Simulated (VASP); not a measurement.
## ZnSn2N2: single point with PBE

The system is ZnSn2N2.

```
Sn Zn N
1.0
     3.35233    0.00000    0.00000
     0.00000    3.35233    0.00000
     0.00000    0.00000    7.74164
Sn Zn N
2 1 2
Direct
  0.50000 0.50000 0.30892
  0.50000 0.50000 0.69108
  0.00000 0.00000 0.00000
  0.00000 0.50000 0.85388
  0.50000 0.00000 0.14612
```

* Program: VASP 6.6.1
* Task: single point
* Functional: PBE
* Potentials or basis: VASP PAW PBE potentials, release 64 (Sn_d, Zn, N)
* Cutoff: 520 eV
* k mesh: 7 × 7 × 3
* Occupations: fermi-dirac, width 0.05 eV
* Spin: no spin polarisation

The pressure is 3.1 GPa, the largest force is 0.030 eV/Å and the band gap on the k mesh is zero (bands 25 and 26 overlap by 1.49 eV).

Forces in eV/Å, atoms in the order of the input:
```
Sn   0.000  0.000  0.012
Sn   0.000  0.000 -0.012
Zn   0.000  0.000  0.000
N    0.000  0.000 -0.030
N    0.000  0.000  0.030
```

Stress tensor (GPa, compression positive):
```
2.14 0.00 0.00
0.00 2.14 0.00
0.00 0.00 5.14
```

Levels at points of the mesh, in eV from the Fermi level:
| k point | band 22 | band 23 | band 24 | band 25 | band 26 | band 27 | band 28 | band 29 |
| --- | --- | --- | --- | --- | --- | --- | --- | --- |
| (0.00, 0.00, 0.00) | -3.02 | -1.30 | -1.30 | 0.39 | 0.65 | 3.31 | 5.22 | 5.22 |

Run time: 37 s on 1 thread of Intel(R) Xeon(R) Platinum 8559C (Emerald Rapids) (shared host), peak memory 0.23 GiB.

Caveat: the cell stands under pressure; spin-orbit coupling is left out, which moves the levels of the heavy elements.
